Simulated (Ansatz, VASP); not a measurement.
**W16C: VASP beside Ansatz**

```
W C
1.0
     6.32000    0.00000    0.00000
     0.00000    6.32000    0.00000
     0.00000    0.00000    6.32000
W C
16 1
Direct
  0.99998 0.99792 0.99309
  0.49998 0.00426 0.99309
  0.99998 0.50265 0.99310
  0.99998 0.95147 0.49307
  0.24758 0.25027 0.24542
  0.49998 0.49628 0.99307
  0.49998 0.99806 0.49305
  0.75238 0.25027 0.24541
  0.99998 0.54906 0.49308
  0.25994 0.75027 0.23316
  0.24762 0.25027 0.74074
  0.49998 0.50252 0.49306
  0.74002 0.75027 0.23316
  0.75235 0.25027 0.74073
  0.25996 0.75028 0.75297
  0.74001 0.75028 0.75297
  0.99998 0.25026 0.49305
```

Alike in both runs: functional PBE; k mesh 3 × 3 × 3; occupations gaussian, width 0.05 eV; no spin polarisation.

Ansatz relaxed the structure, and its values are those at the end. VASP's run is a single point on that final structure, the one shown.

|  | VASP | Ansatz |
| --- | --- | --- |
| version | VASP 6.6.1 | Ansatz 0.2.0 |
| potentials or method | VASP PAW PBE potentials, release 64 (W_sv, C), cutoff 520 eV | scalar-relativistic, plane waves, PAW |
| valence electrons in the cell | 228 | 228 |

Ansatz gave:

| Item | Value |
| --- | --- |
| rms of the force components (eV/Å) | 0.005 |

Question: Estimate VASP's values.

Answer: rms of the force components (eV/Å): 0.009.

Spin-orbit coupling is off throughout.
